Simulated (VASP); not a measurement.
Wanted: the native input for a VASP 6.6.1 run.

| Item | Value |
| --- | --- |
| Task | relaxation of cell and atoms |
| Functional | PBE |
| Potentials or basis | VASP PAW PBE potentials, release 64 (In_d) |
| Cutoff | 600 eV |
| k mesh | 9 × 9 × 5 |
| Occupations | fermi-dirac, width 0.05 eV |
| Spin | no spin polarisation |
| Dipole correction | no |
| Further INCAR settings | ALGO = Normal; EDIFF = 1e-07; IBRION = 2; EDIFFG = -0.01; NSW = 60; ISIF = 3 |

The structure of In lies in POSCAR:

```
In
1.0
    3.3354847820      0.0000000000      0.0000000000
   -1.6677423910      2.8886145552      0.0000000000
    0.0000000000      0.0000000000      5.5091429200
In
2
Direct
    0.6666666667      0.3333333333      0.7500000000
    0.3333333333      0.6666666667      0.2500000000
```

The input as run:

INCAR

```
SYSTEM = In
PREC = Accurate
ENCUT = 600
EDIFF = 1E-7
ISMEAR = -1
SIGMA = 0.05
LREAL = .FALSE.
LASPH = .TRUE.
NELM = 60
ALGO = Normal
ISIF = 3
LWAVE = .FALSE.
LCHARG = .FALSE.
GGA = PE
IBRION = 2
NSW = 60
EDIFFG = -0.01
```

KPOINTS

```
regular mesh
0
G
  9 9 5
  0 0 0
```

Potentials or basis: VASP PAW PBE potentials, release 64 (In_d).

Command:

```bash
$ cat potpaw_PBE.64/In_d/POTCAR > POTCAR
$ mpirun -np 1 vasp_std > vasp.out
```

It gave:

The relaxed volume is 27.74 Å³/atom. The relaxed cell is a = 3.297 Å, b = 3.297 Å, c = 5.893 Å, α = 90.00°, β = 90.00°, γ = 120.00°. The space group after relaxing (to 0.05 Å) is P6_3/mmc (No. 194) and the energy gained by relaxing is 11.8 meV/atom. The ionic steps are 19, the pressure after relaxing is 0.0 GPa and the band gap on the k mesh is zero (band 13 reaches 8.64 eV, above the bottom of band 14 at 5.05 eV).

Caveat: spin-orbit coupling is left out, which moves the levels of the heavy elements.

Wall time 3.7 min on 1 thread of Intel(R) Xeon(R) 6975P-C (Granite Rapids), on a shared host, peak memory 0.2 GiB.
